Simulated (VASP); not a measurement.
# PbS (Immm) in VASP: notebook, part 2 of 2

VASP 6.6.1.

### Step 3. Single point, r2SCAN (shear xy strain -0.5%)

POSCAR

```
PbS
1.0
   -0.0074680817      2.9872326629      2.9872326629
    2.9872326629     -0.0074680817      2.9872326629
    2.9797645813      2.9797645813      0.0000000000
Pb S
1 1
Direct
    0.0000000000      0.0000000000      0.0000000000
    0.5000000000      0.5000000000      0.5000000000
```

INCAR.step1

```
  ALGO = Normal
  EDIFF = 1E-4
  ENCUT = 520
  GGA = PE
  ISMEAR = 0
  LASPH = T
  LCHARG = F
  LREAL = F
  LWAVE = T
  NBANDS = 17
  NELM = 60
  PREC = Accurate
  SIGMA = 0.01
```

INCAR.step2

```
  ALGO = Normal
  EDIFF = 1E-6
  ENCUT = 520
  ISIF = 2
  ISMEAR = 0
  ISTART = 1
  LASPH = T
  LCHARG = F
  LMIXTAU = T
  LREAL = F
  LWAVE = F
  METAGGA = R2SCAN
  NBANDS = 17
  NELM = 60
  PREC = Accurate
  SIGMA = 0.01
```

KPOINTS

```
k-points
0
Gamma
  8 8 8
```

Potentials or basis: VASP PAW PBE potentials, release 64 (Pb_d, S).

Command:

```console
> cat potpaw_PBE.64/Pb_d/POTCAR potpaw_PBE.64/S/POTCAR > POTCAR
> cp INCAR.step1 INCAR
> mpirun -np 1 vasp_std > vasp.out
> cp INCAR.step2 INCAR
> mpirun -np 1 vasp_std > vasp.out
```

OUTCAR:

```text
EDIFF = 1E-6
   ENCUT = 520
   ISIF = 2
   ISMEAR = 0
   ISTART = 1
   LASPH = T
   LREAL = F
   METAGGA = R2SCAN
   NELM = 60
   PREC = Accurate

 ion  position               nearest neighbor table
   1  0.000  0.000  0.000-   2 2.99   2 2.99   2 2.99   2 2.99   2 2.99   2 2.99
   2  0.500  0.500  0.500-   1 2.99   1 2.99   1 2.99   1 2.99   1 2.99   1 2.99

  LATTYP: Found a body centered orthorhombic cell.
 ALAT       =     4.2140234836
 B/A-ratio  =     1.0050125313
 C/A-ratio  =     1.4177579572

  Lattice vectors:

 A1 = (   0.0074680817,  -2.9872326629,  -2.9872326629)
 A2 = (  -0.0074680816,   2.9872326630,  -2.9872326629)
 A3 = (   2.9872326629,  -0.0074680817,   2.9872326629)

Analysis of symmetry for initial positions (statically):
=====================================================================
 Subroutine PRICEL returns:
 Original cell was already a primitive cell.

 Routine SETGRP: Setting up the symmetry group for a
 body centered orthorhombic supercell.

 Subroutine GETGRP returns: Found  8 space group operations
 (whereof  8 operations were pure point group operations)
 out of a pool of  8 trial point group operations.

The static configuration has the point symmetry D_2h.

Analysis of symmetry for dynamics (positions and initial velocities):
=====================================================================
 Subroutine PRICEL returns:
 Original cell was already a primitive cell.

 Routine SETGRP: Setting up the symmetry group for a
 body centered orthorhombic supercell.

 Subroutine GETGRP returns: Found  8 space group operations
 (whereof  8 operations were pure point group operations)
 out of a pool of  8 trial point group operations.

The dynamic configuration has the point symmetry D_2h.

 Subroutine INISYM returns: Found  8 space group operations
 (whereof  8 operations are pure point group operations),
[... 105 lines left out ...]
   TEBEG  =    0.0;   TEEND  =   0.0 temperature during run
   PSTRESS=    0.0 pullay stress
   NELECT =      20.0000    total number of electrons
   NUPDOWN=      -1.0000    fix difference up-down
   EMIN   =  10.00;   EMAX   =-10.00  energy-range for DOS
   EFERMI =   0.00;   METHOD = LEGACY
   ISMEAR =     0;   SIGMA  =   0.01  broadening in eV -4-tet -1-fermi 0-gaus
   EFERMI_NEDOS =   21; number of points for ismear=-14 and -15
   IALGO  =     38    algorithm
   IMIX   =      4    mixing-type and parameters
     AMIX     =   0.40;   BMIX     =  1.00
     AMIX_MAG =   1.60;   BMIX_MAG =  1.00
  volume/ion in A,a.u.               =      26.66       179.89
  Fermi-wavevector in a.u.,A,eV,Ry     =   1.180701  2.231202 18.967275  1.394055
  Thomas-Fermi vector in A             =   2.316989
   LORBIT       =      0    0 simple, 1 ext, 2 COOP (PROOUT), +10 PAW based schemes
   METAGGA = R2SCAN    functional components
   LHFCALC =     F    Hartree Fock is set to
   AEXX    =    0.0000 exact exchange contribution
   IVDW    =     0    specifies the selected vdW correction
   LEPSILON=     F    determine dielectric tensor
   LRPA    =     F    only Hartree local field effects (RPA)
 non-spin polarized calculation
 Gauss-broadening in eV      SIGMA  =   0.01
  energy-cutoff  :      520.00
  volume of cell :       53.31
 maximum number of plane-waves:      1458
   NGX = 15   NGY = 15   NGZ = 15

 number of electron      20.0000001 magnetization

 Free energy of the ion-electron system (eV)
  ---------------------------------------------------
  ext. energy  EPLUGINS =         0.00000000
  ---------------------------------------------------
  free energy    TOTEN  =       -65.61211823 eV

  energy without entropy =      -65.61211823  energy(sigma->0) =      -65.61211823

 E-fermi :   5.5218     XC(G=0): -10.1460

 val. band max:        5.4062565972   @ k =   0.5000   0.0000   0.0000
 cond. band min:       6.0842025723   @ k =   0.0000   0.0000   0.5000
 fundamental gap:      0.6779459751
 Fermi energy:         5.5217776205

 k-point     1 :       0.0000    0.0000    0.0000
  band No.  band energies     occupation
      1     -12.0017      2.00000
      2     -12.0016      2.00000
      3     -12.0011      2.00000
      4     -11.9848      2.00000
      5     -11.9846      2.00000
      6      -8.5983      2.00000
[... 457 lines left out ...]
      4     -11.9841      2.00000
      5     -11.9721      2.00000
      6      -8.1312      2.00000
[... 9 lines left out ...]
     16      14.5801      0.00000
     17      16.4761      0.00000

 [... further k-points ...]
[... 5 lines left out ...]
  --------------------------------------------------------------------------------------
  -------------------------------------------------------------------------------------
  Total       -0.0086343     -0.0086343     -0.0088708      0.0343305      0.0000000      0.0000000
  in kB       -0.2594786     -0.2594786     -0.2665882      1.0317082      0.0000000      0.0000000
  external PRESSURE =      -0.2618485 kB  Pullay stress =       0.0000000 kB

 VOLUME and BASIS-vectors are now :
 -----------------------------------------------------------------------------
  energy-cutoff  :      520.00
  volume of cell :       53.31
      direct lattice vectors                 reciprocal lattice vectors
    -0.007468082  2.987232663  2.987232663    -0.166961591  0.166961591  0.167378995
     2.987232663 -0.007468082  2.987232663     0.166961591 -0.166961591  0.167378995
     2.979764581  2.979764581  0.000000000     0.167798491  0.167798491 -0.167378995

 POSITION                                       TOTAL-FORCE (eV/Angst)
 -----------------------------------------------------------------------------------
      0.00000      0.00000      0.00000        -0.000000      0.000000     -0.000000
      2.97976      2.97976      2.98723         0.000000     -0.000000      0.000000
 -----------------------------------------------------------------------------------
    total drift:                                0.000000     -0.000000     -0.000000

  FREE ENERGIE OF THE ION-ELECTRON SYSTEM (eV)
  ---------------------------------------------------
  free  energy   TOTEN  =       -65.6121182320 eV

  energy  without entropy=      -65.6121182320  energy(sigma->0) =      -65.61211823
```

OSZICAR.step1:

```text
N       E                     dE             d eps       ncg     rms          rms(c)
DAV:   1     0.160004127391E+03    0.16000E+03   -0.97499E+03  3230   0.123E+03
DAV:   2     0.330205600207E+01   -0.15670E+03   -0.15091E+03  3467   0.314E+02
DAV:   3    -0.894582854896E+01   -0.12248E+02   -0.12140E+02  4226   0.924E+01
DAV:   4    -0.925746355045E+01   -0.31164E+00   -0.31133E+00  4148   0.161E+01
DAV:   5    -0.926900057374E+01   -0.11537E-01   -0.11536E-01  4798   0.301E+00    0.448E+00
DAV:   6    -0.876262832078E+01    0.50637E+00   -0.14624E+00  5051   0.802E+00    0.315E+00
DAV:   7    -0.876374265195E+01   -0.11143E-02   -0.14389E-01  3802   0.188E+00    0.183E+00
DAV:   8    -0.876750581356E+01   -0.37632E-02   -0.17026E-02  3908   0.139E+00    0.298E-01
DAV:   9    -0.876695231525E+01    0.55350E-03   -0.36959E-03  5113   0.519E-01    0.868E-02
DAV:  10    -0.876715347305E+01   -0.20116E-03   -0.39709E-04  3712   0.115E-01    0.596E-02
DAV:  11    -0.876715985143E+01   -0.63784E-05   -0.57584E-05  3276   0.852E-02
   1 F= -.87671599E+01 E0= -.87671599E+01  d E =-.117539E-62
```

Run time: 4.8 min. Hardware: 1 thread of AMD EPYC 7R43 (Zen 3), shared host; peak memory 0.2 GiB.

Results:

* Free energy: -65.6121 eV
* Pressure: 0.0 GPa
* Band gap on the k mesh: 0.68 eV, indirect (least direct gap 0.70 eV)

Levels at points of the mesh, in eV from the valence-band top:
| k point | band 8 | band 9 | band 10 | band 11 | band 12 | band 13 |
| --- | --- | --- | --- | --- | --- | --- |
| (0.00, 0.00, 0.00) | -2.23 | -2.21 | -2.19 | 5.50 | 5.50 | 5.50 |
| (0.50, 0.00, 0.00) | -1.82 | -1.81 | 0.00 | 0.71 | 2.25 | 2.26 |
| (0.50, 0.50, 0.00) | -5.19 | -3.48 | -3.43 | 4.25 | 5.94 | 6.01 |
| (0.00, 0.00, 0.50) | -1.84 | -1.83 | -0.02 | 0.68 | 2.22 | 2.24 |
| (0.50, 0.00, 0.50) | -5.19 | -3.46 | -3.46 | 4.25 | 5.93 | 6.01 |

Caveat: the cell differs from its parent crystal (shear xy strain -0.5%); the PAW data sets were made with another functional, which shifts forces and pressure a little; spin-orbit coupling is left out, which moves the levels of the heavy elements. A k mesh can miss the band edges.
